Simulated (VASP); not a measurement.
# CsPbBr3 (Pm-3m) in VASP: a series of runs

The runs below take CsPbBr3 through single point, with PBE, PBE+D4.

All numbers are computed with VASP 6.6.1; they aren't measurements. Logs are shortened: lines on timing, memory, paths and dates and some standing lists are left out, and cuts for length are marked.

## 1. The cell of the first run

It takes space group Pm-3m (No. 221, cubic). Conventional cell: a = 5.557 Å, b = 5.557 Å, c = 5.557 Å, α = 90.00°, β = 90.00°, γ = 90.00°. Pb (site symmetry m-3m) has 6 Br at 2.78 Å within 3.7 Å. Within 5.2 Å of Cs (site symmetry m-3m) lie 12 Br at 3.93 Å and 8 Pb at 4.81 Å. Within 3.7 Å of Br (site symmetry 4/mmm) lie 2 Pb at 2.78 Å.

## 2. Single point, PBE

The input, INCAR:

```
ALGO = Normal ; EDIFF = 1E-7
ENCUT = 520 ; GGA = PE
ISIF = 2 ; ISMEAR = -1
LASPH = T ; LCHARG = T
LELF = T ; LREAL = F
LVHAR = T ; LWAVE = F
NBANDS = 30 ; NELM = 80
PREC = Accurate ; SIGMA = 0.1
```

The input, KPOINTS:

```
k-points
0
Gamma
  3 3 3
```

The input, POSCAR:

```
CsPbBr3
1.0
    5.5570850000      0.0000000000      0.0000000000
    0.0000000000      5.5570850000      0.0000000000
    0.0000000000      0.0000000000      5.5570850000
Pb Cs Br
1 1 3
Direct
    0.5000000000      0.5000000000      0.5000000000
    0.0000000000      0.0000000000      0.0000000000
    0.0000000000      0.5000000000      0.5000000000
    0.5000000000      0.0000000000      0.5000000000
    0.5000000000      0.5000000000      0.0000000000
```

Potentials or basis: VASP PAW PBE potentials, release 64 (Pb_d, Cs_sv, Br).

Launch:

```bash
$ cat potpaw_PBE.64/Pb_d/POTCAR potpaw_PBE.64/Cs_sv/POTCAR potpaw_PBE.64/Br/POTCAR > POTCAR
$ mpirun -np 1 vasp_std > vasp.out
```

OUTCAR:

```text
EDIFF = 1E-7
   ENCUT = 520
   GGA = PE
   ISIF = 2
   ISMEAR = -1
   LASPH = T
   LREAL = F
   NELM = 80
   PREC = Accurate

 ion  position               nearest neighbor table
   1  0.500  0.500  0.500-   3 2.78   4 2.78   5 2.78   5 2.78   4 2.78   3 2.78
   2  0.000  0.000  0.000-
   3  0.000  0.500  0.500-   1 2.78   1 2.78
   4  0.500  0.000  0.500-   1 2.78   1 2.78
   5  0.500  0.500  0.000-   1 2.78   1 2.78

  LATTYP: Found a simple cubic cell.
 ALAT       =     5.5570850000

  Lattice vectors:

 A1 = (   5.5570850000,   0.0000000000,   0.0000000000)
 A2 = (   0.0000000000,   5.5570850000,   0.0000000000)
 A3 = (   0.0000000000,   0.0000000000,   5.5570850000)

Analysis of symmetry for initial positions (statically):
=====================================================================
 Subroutine PRICEL returns:
 Original cell was already a primitive cell.

 Routine SETGRP: Setting up the symmetry group for a
 simple cubic supercell.

 Subroutine GETGRP returns: Found 48 space group operations
 (whereof 48 operations were pure point group operations)
 out of a pool of 48 trial point group operations.

The static configuration has the point symmetry O_h .

Analysis of symmetry for dynamics (positions and initial velocities):
=====================================================================
 Subroutine PRICEL returns:
 Original cell was already a primitive cell.

 Routine SETGRP: Setting up the symmetry group for a
 simple cubic supercell.

 Subroutine GETGRP returns: Found 48 space group operations
 (whereof 48 operations were pure point group operations)
 out of a pool of 48 trial point group operations.

The dynamic configuration has the point symmetry O_h .

 Subroutine INISYM returns: Found 48 space group operations
 (whereof 48 operations are pure point group operations),
 and found     1 'primitive' translations

----------------------------------------------------------------------------------------

                                     Primitive cell

  volume of cell :     171.6094

  direct lattice vectors                    reciprocal lattice vectors
     5.557085000  0.000000000  0.000000000     0.179950460  0.000000000  0.000000000
     0.000000000  5.557085000  0.000000000     0.000000000  0.179950460  0.000000000
     0.000000000  0.000000000  5.557085000     0.000000000  0.000000000  0.179950460

  length of vectors
     5.557085000  5.557085000  5.557085000     0.179950460  0.179950460  0.179950460

  position of ions in fractional coordinates (direct lattice)
     0.500000000  0.500000000  0.500000000
     0.000000000  0.000000000  0.000000000
     0.000000000  0.500000000  0.500000000
     0.500000000  0.000000000  0.500000000
     0.500000000  0.500000000  0.000000000

  ion indices of the primitive-cell ions
   primitive index   ion index
                 1           1
                 2           2
                 3           3
                 4           4
                 5           5

----------------------------------------------------------------------------------------

 KPOINTS: k-points

Automatic generation of k-mesh.
 Grid dimensions read from file:
 generate k-points for:    3    3    3

 Generating k-lattice:

  Cartesian coordinates                     Fractional coordinates (reciprocal lattice)
     0.059983487  0.000000000  0.000000000     0.333333333  0.000000000  0.000000000
     0.000000000  0.059983487  0.000000000     0.000000000  0.333333333  0.000000000
     0.000000000  0.000000000  0.059983487     0.000000000  0.000000000  0.333333333

  Length of vectors
     0.059983487  0.059983487  0.059983487

  Shift w.r.t. Gamma in fractional coordinates (k-lattice)
     0.000000000  0.000000000  0.000000000

 Subroutine IBZKPT returns following result:
 ===========================================

 Found      4 irreducible k-points:

 Following reciprocal coordinates:
            Coordinates               Weight
  0.000000  0.000000  0.000000      1.000000
  0.333333  0.000000  0.000000      6.000000
  0.333333  0.333333  0.000000     12.000000
  0.333333  0.333333  0.333333      8.000000
   k-points           NKPTS =      4   k-points in BZ     NKDIM =      4   number of bands    NBANDS=     30
   number of dos      NEDOS =    301   number of ions     NIONS =      5
   total plane-waves  NPLWV =  74088
   dimension x,y,z NGX =    42 NGY =   42 NGZ =   42
   dimension x,y,z NGXF=    84 NGYF=   84 NGZF=   84
   ions per type =               1   1   3
   NGX,Y,Z   is equivalent  to a cutoff of  12.56, 12.56, 12.56 a.u.
   NGXF,Y,Z  is equivalent  to a cutoff of  25.13, 25.13, 25.13 a.u.
 SYSTEM =  unknown system
   PREC   = accura    normal or accurate (medium, high low for compatibility)
   ISTART =      0    job   : 0-new  1-cont  2-samecut
   ICHARG =      2    charge: 1-file 2-atom 10-const
   ISPIN  =      1    spin polarized calculation?
   LNONCOLLINEAR =      F non collinear calculations
   LSORBIT =      F    spin-orbit coupling
   LASPH  =      T    aspherical Exc in radial PAW
   ENCUT  =  520.0 eV  38.22 Ry    6.18 a.u.  10.33 10.33 10.33*2*pi/ulx,y,z
   NELM   =     80;   NELMIN=  2; NELMDL= -5     # of ELM steps
   EDIFF  = 0.1E-06   stopping-criterion for ELM
   LREAL  =      F    real-space projection
   EDIFFG = 0.1E-05   stopping-criterion for IOM
   NSW    =      0    number of steps for IOM
   IBRION =     -1    ionic relax: 0-MD 1-quasi-New 2-CG
   NFREE  =      0    steps in history (QN), initial steepest desc. (CG)
   ISIF   =      2    stress and relaxation
   ISYM   =      2    0-nonsym 1-usesym 2-fastsym
   POTIM  = 0.5000    time-step for ionic-motion
   TEBEG  =    0.0;   TEEND  =   0.0 temperature during run
   PSTRESS=    0.0 pullay stress
   NELECT =      44.0000    total number of electrons
   NUPDOWN=      -1.0000    fix difference up-down
   EMIN   =  10.00;   EMAX   =-10.00  energy-range for DOS
   EFERMI =   0.00;   METHOD = LEGACY
   ISMEAR =    -1;   SIGMA  =   0.10  broadening in eV -4-tet -1-fermi 0-gaus
   EFERMI_NEDOS =   21; number of points for ismear=-14 and -15
   IALGO  =     38    algorithm
   IMIX   =      4    mixing-type and parameters
     AMIX     =   0.40;   BMIX     =  1.00
     AMIX_MAG =   1.60;   BMIX_MAG =  1.00
  volume/ion in A,a.u.               =      34.32       231.62
  Fermi-wavevector in a.u.,A,eV,Ry     =   1.040029  1.965369 14.716875  1.081660
  Thomas-Fermi vector in A             =   2.174586
   LORBIT       =      0    0 simple, 1 ext, 2 COOP (PROOUT), +10 PAW based schemes
   GGA     = PE    functional components
[... 5 lines left out ...]
 non-spin polarized calculation
  energy-cutoff  :      520.00
  volume of cell :      171.61
 maximum number of plane-waves:      4625
 NGX is ok and might be reduce to    42
   NGX = 21   NGY = 21   NGZ = 21

 number of electron      43.9999995 magnetization

 Free energy of the ion-electron system (eV)
  ---------------------------------------------------
  ext. energy  EPLUGINS =         0.00000000
  ---------------------------------------------------
  free energy    TOTEN  =       -15.27564117 eV

  energy without entropy =      -15.27564116  energy(sigma->0) =      -15.27564116

 E-fermi :   3.6078     XC(G=0):  -8.3567

 val. band max:        1.6441503307   @ k =   0.3333   0.3333   0.3333
 cond. band min:       5.5699285151   @ k =   0.0000   0.0000   0.0000
 fundamental gap:      3.9257781843
 Fermi energy:         3.6078409617

 k-point     1 :       0.0000    0.0000    0.0000
  band No.  band energies     occupation
      1     -18.9381      2.00000
      2     -14.3427      2.00000
      3     -14.3427      2.00000
      4     -13.9270      2.00000
      5     -13.9270      2.00000
      6     -13.9270      2.00000
      7     -13.0368      2.00000
      8     -11.7421      2.00000
      9     -11.7421      2.00000
     10      -5.7898      2.00000
     11      -5.7898      2.00000
     12      -5.7898      2.00000
     13      -4.0152      2.00000
     14      -2.5847      2.00000
     15      -2.5847      2.00000
     16      -2.5847      2.00000
     17      -0.0450      2.00000
     18      -0.0450      2.00000
     19      -0.0450      2.00000
     20       0.1793      2.00000
     21       0.1793      2.00000
     22       0.1793      2.00000
     23       5.5699      0.00000
     24       6.2800      0.00000
     25       6.2800      0.00000
     26       7.1069      0.00000
     27       7.1069      0.00000
     28       7.1069      0.00000
     29       9.8554      0.00000
     30       9.8554      0.00000

 k-point     2 :       0.3333    0.0000    0.0000
  band No.  band energies     occupation
      1     -18.9356      2.00000
      2     -14.3423      2.00000
      3     -14.2312      2.00000
      4     -13.9292      2.00000
      5     -13.9292      2.00000
      6     -13.9270      2.00000
      7     -12.8403      2.00000
      8     -12.1604      2.00000
      9     -11.7395      2.00000
     10      -5.7634      2.00000
     11      -5.7634      2.00000
     12      -5.7527      2.00000
     13      -5.0682      2.00000
     14      -2.5174      2.00000
     15      -2.5174      2.00000
     16      -0.9786      2.00000
     17      -0.1995      2.00000
     18      -0.1638      2.00000
     19      -0.1638      2.00000
     20       0.0319      2.00000
     21       0.0319      2.00000
     22       0.7101      2.00000
     23       6.7001      0.00000
     24       6.7566      0.00000
     25       7.1169      0.00000
     26       7.1931      0.00000
     27       7.5013      0.00000
     28       8.0361      0.00000
     29       8.0361      0.00000
     30       9.1113      0.00000

 k-point     3 :       0.3333    0.3333    0.0000
  band No.  band energies     occupation
      1     -18.9335      2.00000
      2     -14.2924      2.00000
      3     -14.1482      2.00000
      4     -13.9312      2.00000
      5     -13.9291      2.00000
      6     -13.9291      2.00000
      7     -12.6983      2.00000
      8     -12.2545      2.00000
      9     -11.9905      2.00000
     10      -5.8789      2.00000
     11      -5.7913      2.00000
     12      -5.7605      2.00000
     13      -5.7440      2.00000
     14      -2.3934      2.00000
     15      -1.0882      2.00000
     16      -1.0273      2.00000
     17      -0.4943      2.00000
     18      -0.2742      2.00000
     19      -0.1815      2.00000
     20       0.0233      2.00000
     21       0.4228      2.00000
     22       1.2750      2.00000
     23       6.1880      0.00000
     24       6.3439      0.00000
     25       7.3316      0.00000
     26       7.7056      0.00000
     27       7.9515      0.00000
     28       8.0449      0.00000
     29       8.3357      0.00000
     30       8.5600      0.00000

 k-point     4 :       0.3333    0.3333    0.3333
  band No.  band energies     occupation
      1     -18.9318      2.00000
      2     -14.1479      2.00000
      3     -14.1479      2.00000
      4     -13.9313      2.00000
      5     -13.9313      2.00000
      6     -13.9312      2.00000
      7     -12.6088      2.00000
      8     -12.2483      2.00000
      9     -12.2483      2.00000
     10      -6.6071      2.00000
     11      -5.8228      2.00000
     12      -5.8228      2.00000
     13      -5.7769      2.00000
     14      -1.0059      2.00000
     15      -0.9070      2.00000
     16      -0.9070      2.00000
     17      -0.6288      2.00000
     18      -0.6288      2.00000
     19       0.3965      2.00000
     20       0.3965      2.00000
     21       0.4353      2.00000
     22       1.6442      2.00000
     23       5.6534      0.00000
     24       5.6534      0.00000
     25       5.9430      0.00000
     26       7.3365      0.00000
     27       7.8416      0.00000
     28       7.8416      0.00000
     29       8.5026      0.00000
     30       8.8065      0.00000

------------------------ aborting loop because EDIFF is reached ----------------------------------------

  FORCE on cell =-STRESS in cart. coord.  units (eV):
  Direction    XX          YY          ZZ          XY          YZ          ZX
  --------------------------------------------------------------------------------------
  -------------------------------------------------------------------------------------
  Total        7.2622420      7.2622420      7.2622420     -0.0000000      0.0000000     -0.0000000
  in kB       67.8016372     67.8016372     67.8016372     -0.0000000      0.0000000     -0.0000000
  external PRESSURE =      67.8016372 kB  Pullay stress =       0.0000000 kB

 VOLUME and BASIS-vectors are now :
 -----------------------------------------------------------------------------
  energy-cutoff  :      520.00
  volume of cell :      171.61
      direct lattice vectors                 reciprocal lattice vectors
     5.557085000  0.000000000  0.000000000     0.179950460  0.000000000  0.000000000
     0.000000000  5.557085000  0.000000000     0.000000000  0.179950460  0.000000000
     0.000000000  0.000000000  5.557085000     0.000000000  0.000000000  0.179950460

 POSITION                                       TOTAL-FORCE (eV/Angst)
 -----------------------------------------------------------------------------------
      2.77854      2.77854      2.77854         0.000000      0.000000      0.000000
      0.00000      0.00000      0.00000         0.000000      0.000000      0.000000
      0.00000      2.77854      2.77854         0.000000      0.000000      0.000000
      2.77854      0.00000      2.77854         0.000000      0.000000      0.000000
      2.77854      2.77854      0.00000         0.000000      0.000000      0.000000
 -----------------------------------------------------------------------------------
    total drift:                                0.000000     -0.000000     -0.000000

  FREE ENERGIE OF THE ION-ELECTRON SYSTEM (eV)
  ---------------------------------------------------
  free  energy   TOTEN  =       -15.2756411685 eV

  energy  without entropy=      -15.2756411609  energy(sigma->0) =      -15.27564116
```

Wall time 24 s (1 thread of AMD EPYC 7R13 (Zen 3), shared host); peak memory 0.22 GiB.

Results:

| Property | Result |
| --- | --- |
| Free energy | -15.2756 eV |
| Pressure | 6.8 GPa |
| Band gap on the k mesh | 3.93 eV, indirect (least direct gap 4.01 eV) |

Levels at points of the mesh, in eV from the valence-band top:
```
           k point  band 19  band 20  band 21  band 22  band 23  band 24  band 25  band 26
(0.00, 0.00, 0.00)    -1.69    -1.46    -1.46    -1.46     3.93     4.64     4.64     5.46
```

Caveat: spin-orbit coupling is left out, which moves the levels of the heavy elements.

## 3. Single point, PBE+D4

The input, INCAR:

```
SYSTEM = CsPbBr3
ALGO = Normal
EDIFF = 1E-7
ENCUT = 520
GGA = PE
ISIF = 2
ISMEAR = -1
IVDW = 13
LASPH = .True.
LCHARG = .False.
LREAL = .False.
LWAVE = .False.
NBANDS = 30
NELM = 100
PREC = Accurate
SIGMA = 0.1
```

The input, KPOINTS:

```
k-points
0
Gamma
  3 3 3
  0 0 0
```

POSCAR is that of step 2.

Potentials or basis: VASP PAW PBE potentials, release 64 (Pb_d, Cs_sv, Br).

Launch:

```bash
$ cat potpaw_PBE.64/Pb_d/POTCAR potpaw_PBE.64/Cs_sv/POTCAR potpaw_PBE.64/Br/POTCAR > POTCAR
$ mpirun -np 1 vasp_std > vasp.out
```

OUTCAR:

```text
SYSTEM = CsPbBr3
   EDIFF = 1E-7
   ENCUT = 520
   GGA = PE
   ISIF = 2
   ISMEAR = -1
   IVDW = 13
   LASPH = .True.
   LREAL = .False.
   NELM = 100
   PREC = Accurate

 ion  position               nearest neighbor table
   1  0.500  0.500  0.500-   3 2.78   4 2.78   5 2.78   5 2.78   4 2.78   3 2.78
   2  0.000  0.000  0.000-
   3  0.000  0.500  0.500-   1 2.78   1 2.78
   4  0.500  0.000  0.500-   1 2.78   1 2.78
   5  0.500  0.500  0.000-   1 2.78   1 2.78
[... 315 lines left out ...]
  Direction    XX          YY          ZZ          XY          YZ          ZX
  --------------------------------------------------------------------------------------
  -------------------------------------------------------------------------------------
  Total       6.12072     6.12072     6.12072    -0.00000     0.00000    -0.00000
  in kB      57.14421    57.14421    57.14421    -0.00000     0.00000    -0.00000
  external pressure =       57.14 kB  Pullay stress =        0.00 kB

 VOLUME and BASIS-vectors are now :
 -----------------------------------------------------------------------------
  energy-cutoff  :      520.00
  volume of cell :      171.61
      direct lattice vectors                 reciprocal lattice vectors
     5.557085000  0.000000000  0.000000000     0.179950460  0.000000000  0.000000000
     0.000000000  5.557085000  0.000000000     0.000000000  0.179950460  0.000000000
     0.000000000  0.000000000  5.557085000     0.000000000  0.000000000  0.179950460

 POSITION                                       TOTAL-FORCE (eV/Angst)
 -----------------------------------------------------------------------------------
      2.77854      2.77854      2.77854         0.000000      0.000000      0.000000
      0.00000      0.00000      0.00000         0.000000      0.000000      0.000000
      0.00000      2.77854      2.77854         0.000000      0.000000      0.000000
      2.77854      0.00000      2.77854         0.000000      0.000000      0.000000
      2.77854      2.77854      0.00000         0.000000      0.000000      0.000000
 -----------------------------------------------------------------------------------
    total drift:                                0.000000     -0.000000     -0.000000

  FREE ENERGIE OF THE ION-ELECTRON SYSTEM (eV)
  ---------------------------------------------------
  free  energy   TOTEN  =       -16.4834152431 eV

  energy  without entropy=      -16.4834152355  energy(sigma->0) =      -16.48341524
```

stdout:

```text
POSCAR found type information on POSCAR PbCsBr
 POSCAR found :  3 types and       5 ions
 scaLAPACK will be used
 LDA part: xc-table for (Slater+PW92), standard interpolation
 POSCAR, INCAR and KPOINTS ok, starting setup
 FFT: planning ... GRIDC
 FFT: planning ... GRID_SOFT
 FFT: planning ... GRID
 WAVECAR not read
 entering main loop
```

It took 21 s on 1 thread of AMD EPYC 7R13 (Zen 3), shared host; peak memory 0.22 GiB.

Results:

```yaml
Free_energy: -16.4834 eV
Pressure: 5.7 GPa
Band_gap_on_the_k_mesh: 3.93 eV, indirect (least direct gap 4.01 eV)
Dispersion_energy_per_atom: -0.242 eV
```

Caveat: spin-orbit coupling is left out, which moves the levels of the heavy elements. A k mesh can miss the band edges.
